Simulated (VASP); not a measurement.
Write the native input for VASP 6.6.1 that does the following.

| Item | Value |
| --- | --- |
| Task | single point |
| Functional | PBE |
| Potentials or basis | VASP PAW PBE potentials, release 64 (Al, N) |
| Cutoff | 520 eV |
| k mesh | 18 × 18 × 18 |
| Occupations | fermi-dirac, width 0.1 eV |
| Spin | no spin polarisation |
| Dipole correction | no |
| Further INCAR settings | ALGO = Normal; EDIFF = 1e-06; NBANDS = 11 |

The structure of AlN (zincblende type) lies in POSCAR:

```
AlN
1.0
    0.0000000000      1.8320304172      1.8320304172
    1.8320304172      0.0000000000      1.8320304172
    1.8320304172      1.8320304172      0.0000000000
Al N
1 1
Direct
    0.0000000000      0.0000000000      0.0000000000
    0.2500000000      0.2500000000      0.2500000000
```

The input as run:

INCAR

```
  PREC = Accurate
  ENCUT = 520
  EDIFF = 1E-6
  ISMEAR = -1
  SIGMA = 0.1
  LREAL = False
  LASPH = True
  NELM = 100
  ALGO = Normal
  ISIF = 2
  LWAVE = False
  LCHARG = False
  GGA = PE
  NBANDS = 11
```

KPOINTS

```
Automatic mesh
0
Gamma
  18 18 18
```

Potentials or basis: VASP PAW PBE potentials, release 64 (Al, N).

Launch:

```bash
$ cat potpaw_PBE.64/Al/POTCAR potpaw_PBE.64/N/POTCAR > POTCAR
$ mpirun -np 1 vasp_std > vasp.out
```

It gave:

The pressure is 305.8 GPa and the band gap on the k mesh is 3.32 eV (least direct gap 5.56 eV).

Caveat: the cell stands under pressure.

Wall time 28 s on 1 thread of Intel Xeon 8259CL, with other jobs on the host, peak memory 0.14 GiB.
